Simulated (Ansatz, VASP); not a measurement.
## One calculation of H, two programs

The input INCAR:

```
SYSTEM = H
ALGO = Normal
EDIFF = 1E-6
ENCUT = 520
GGA = PS
ISIF = 2
ISMEAR = 0
LASPH = .True.
LCHARG = .True.
LELF = .True.
LREAL = .False.
LVHAR = .True.
LWAVE = .False.
NBANDS = 10
NELM = 80
PREC = Accurate
SIGMA = 0.05
```

Contents of KPOINTS:

```
k-points
0
Gamma
  6 6 6
  0 0 0
```

The input POSCAR:

```
H
1.0
    2.6234813799     -2.5669048168      0.0000000000
    2.6234813799      2.5669048168      0.0000000000
    0.0000000000      0.0000000000      4.2660725400
H
4
Direct
    0.9532956300      0.0467043700      0.0685088900
    0.4532956300      0.5467043700      0.4314911100
    0.5467043700      0.4532956300      0.5685088900
    0.0467043700      0.9532956300      0.9314911100
```

Input for Ansatz:

```yaml
crystal:
  lattice:
    - [2.6234813799, -2.5669048168, 0.0]
    - [2.6234813799, 2.5669048168, 0.0]
    - [0.0, 0.0, 4.26607254]
  atoms:
    - { symbol: H, position: [0.95329563, 0.04670437, 0.06850889] }
    - { symbol: H, position: [0.45329563, 0.54670437, 0.43149111] }
    - { symbol: H, position: [0.54670437, 0.45329563, 0.56850889] }
    - { symbol: H, position: [0.04670437, 0.95329563, 0.93149111] }
basis:
  ecutwfc: 420
kpoints:
  mp_grid: { grid: [6, 6, 6] }
hamiltonian:
  xc: pbesol
scf:
  occupations: { method: gaussian, width: 0.05 }
output:
  forces: true
  stress: true
  eigenvalues: true
```

Change from the starting cell: strain +0.000 along x and y, +0.030 along z, atoms carried along.

Alike in both runs: task single point; functional PBEsol; k mesh 6 × 6 × 6; occupations gaussian, width 0.05 eV; no spin polarisation.

```csv
,VASP,Ansatz
version,VASP 6.6.1,Ansatz 0.2.0
potentials or method,"VASP PAW PBE potentials, release 64 (H), cutoff 520 eV","scalar-relativistic, plane waves, PAW"
valence electrons in the cell,4,4
```

|  | VASP | Ansatz | Ansatz less VASP |
| --- | --- | --- | --- |
| gap on the k mesh at the Fermi level (eV) | 9.06 | 9.07 | +0.003 |
| least direct gap on the mesh (eV) | 9.65 | 9.66 | +0.003 |
| pressure (GPa) | 0.0 | 0.1 | +0.15 |
| traceless stress, the component that is largest in VASP (GPa) | 0.14 | 0.14 | +0.004 |
| rms of the force components (eV/Å) | 0.066 | 0.064 | -0.0018 |

VASP's potentials were made for PBE, not for PBEsol. Atom by atom the forces differ by 0.002 eV/Å (rms over components). With one functional, cell and mesh, what is left measures potentials, basis and numerics.
